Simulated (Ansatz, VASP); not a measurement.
One calculation of SnO2, two programs

Contents of INCAR:

```
  PREC = Accurate
  ENCUT = 520
  EDIFF = 1E-6
  ISMEAR = 0
  SIGMA = 0.01
  LREAL = Auto
  LASPH = True
  NELM = 60
  ALGO = Normal
  ISIF = 2
  LWAVE = False
  LCHARG = True
  GGA = PE
  LELF = True
  LVHAR = True
  NBANDS = 122
```

Contents of KPOINTS:

```
Automatic mesh
0
Gamma
  1 1 1
```

POSCAR

```
SnO2
1.0
    4.8274600320      4.8274600320      0.0000000000
   -4.8274600320      4.8274600320      0.0000000000
    0.0000000000      0.0000000000      6.4759066843
Sn O
8 16
Direct
    0.0000000000      0.5000000000      0.2500000000
    0.5000000000      0.0000000000      0.2500000000
    0.0000000000      0.0000000000      0.0000000000
    0.5000000000      0.5000000000      0.0000000000
    0.0000000000      0.5000000000      0.7500000000
    0.5000000000      0.0000000000      0.7500000000
    0.0000000000      0.0000000000      0.5000000000
    0.5000000000      0.5000000000      0.5000000000
    0.0000000000      0.8065971048      0.2500000000
    0.5000000000      0.3065971048      0.2500000000
    0.0000000000      0.1934028952      0.2500000000
    0.5000000000      0.6934028952      0.2500000000
    0.3065971048      0.0000000000      0.0000000000
    0.8065971048      0.5000000000      0.0000000000
    0.1934028952      0.5000000000      0.0000000000
    0.6934028952      0.0000000000      0.0000000000
    0.0000000000      0.8065971048      0.7500000000
    0.5000000000      0.3065971048      0.7500000000
    0.0000000000      0.1934028952      0.7500000000
    0.5000000000      0.6934028952      0.7500000000
    0.3065971048      0.0000000000      0.5000000000
    0.8065971048      0.5000000000      0.5000000000
    0.1934028952      0.5000000000      0.5000000000
    0.6934028952      0.0000000000      0.5000000000
```

Input for Ansatz:

```yaml
crystal:
  lattice:
    - [4.827460032, 4.827460032, 0.0]
    - [-4.827460032, 4.827460032, 0.0]
    - [0.0, 0.0, 6.4759066843]
  atoms:
    - { symbol: Sn, position: [0.0, 0.5, 0.25] }
    - { symbol: Sn, position: [0.5, 0.0, 0.25] }
    - { symbol: Sn, position: [0.0, 0.0, 0.0] }
    - { symbol: Sn, position: [0.5, 0.5, 0.0] }
    - { symbol: O, position: [0.0, 0.8065971048, 0.25] }
    - { symbol: O, position: [0.5, 0.3065971048, 0.25] }
    - { symbol: O, position: [0.0, 0.1934028952, 0.25] }
    - { symbol: O, position: [0.5, 0.6934028952, 0.25] }
    - { symbol: O, position: [0.3065971048, 0.0, 0.0] }
    - { symbol: O, position: [0.8065971048, 0.5, 0.0] }
    - { symbol: O, position: [0.1934028952, 0.5, 0.0] }
    - { symbol: O, position: [0.6934028952, 0.0, 0.0] }
    - { symbol: Sn, position: [0.0, 0.5, 0.75] }
    - { symbol: Sn, position: [0.5, 0.0, 0.75] }
    - { symbol: Sn, position: [0.0, 0.0, 0.5] }
    - { symbol: Sn, position: [0.5, 0.5, 0.5] }
    - { symbol: O, position: [0.0, 0.8065971048, 0.75] }
    - { symbol: O, position: [0.5, 0.3065971048, 0.75] }
    - { symbol: O, position: [0.0, 0.1934028952, 0.75] }
    - { symbol: O, position: [0.5, 0.6934028952, 0.75] }
    - { symbol: O, position: [0.3065971048, 0.0, 0.5] }
    - { symbol: O, position: [0.8065971048, 0.5, 0.5] }
    - { symbol: O, position: [0.1934028952, 0.5, 0.5] }
    - { symbol: O, position: [0.6934028952, 0.0, 0.5] }
basis:
  ecutwfc: 420
  xc_grid: 2
hamiltonian:
  xc: pbe
  pseudopotentials: { kind: paw, azcp: { folder: soft_1 } }
kpoints:
  mp_grid: { grid: [1, 1, 1] }
scf:
  occupations: { method: fixed }
  max_iter: 120
output:
  forces: true
```

Alike in both runs: task single point; functional PBE; k mesh 1 × 1 × 1; no spin polarisation.

```csv
,VASP,Ansatz
version,VASP 6.6.1,Ansatz 0.2.0
potentials or method,"VASP PAW PBE potentials, release 64 (Sn_d, O), cutoff 520 eV",plane-wave PAW DFT
occupations,"gaussian, width 0.01 eV",fixed
valence electrons in the cell,208,208
```

Ansatz gave:

```
rms of the force components (eV/Å) : 0.048
```

Estimate VASP's values.

rms of the force components (eV/Å): 0.040.

The k mesh is coarse, so the values compare programs but aren't converged.
